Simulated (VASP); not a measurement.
Write the native input for VASP 6.6.1 that does the following.

- Task: single point
- Functional: PBE
- Dispersion: D3(BJ)
- Potentials or basis: VASP PAW PBE potentials, release 64 (Hg)
- Cutoff: 520 eV
- k mesh: 20 × 20 × 20
- Occupations: gaussian, width 0.15 eV
- Spin: no spin polarisation
- Dipole correction: no
- Further INCAR settings: ALGO = Fast; EDIFF = 1e-06; NBANDS = 12

The structure of Hg lies in POSCAR:

```
Hg
1.0
    0.0000000000      2.1916135035      2.8490975545
    2.1916135035      0.0000000000      2.8490975545
    2.1916135035      2.1916135035      0.0000000000
Hg
1
Direct
    0.0000000000      0.0000000000      0.0000000000
```

This cell differs from its parent crystal: ratio of the length along z to the lengths across it x 1.3, volume and fractional coordinates fixed.

These files were run (other wordings do the same):

INCAR

```
PREC     = Accurate       # precision mode
ENCUT    = 520            # plane-wave cutoff, eV
EDIFF    = 1E-6           # SCF threshold, eV
ISMEAR   = 0              # smearing method
SIGMA    = 0.15           # smearing width, eV
LREAL    = False          # projectors in reciprocal space
LASPH    = True           # aspherical terms in the spheres
NELM     = 100            # most SCF steps
ALGO     = Fast           # electronic algorithm
ISIF     = 2              # what is computed and relaxed
LWAVE    = False          # write WAVECAR
LCHARG   = False          # write CHGCAR
GGA      = PE             # functional
IVDW     = 12             # dispersion correction
NBANDS   = 12             # bands
```

KPOINTS

```
regular mesh
0
Gamma
  20 20 20
```

Potentials or basis: VASP PAW PBE potentials, release 64 (Hg).

Command:

```bash
$ cat potpaw_PBE.64/Hg/POTCAR > POTCAR
$ mpirun -np 1 vasp_std > vasp.out
```

Results of the run:

The pressure is -1.3 GPa, the band gap on the k mesh is zero (bands 6 and 7 overlap by 2.55 eV) and the dispersion energy per atom is -0.384 eV.

Caveat: spin-orbit coupling is left out, which moves the levels of the heavy elements.

It took 87 s on 1 thread of Intel(R) Xeon(R) 6975P-C (Granite Rapids) (shared host), peak memory 0.32 GiB.
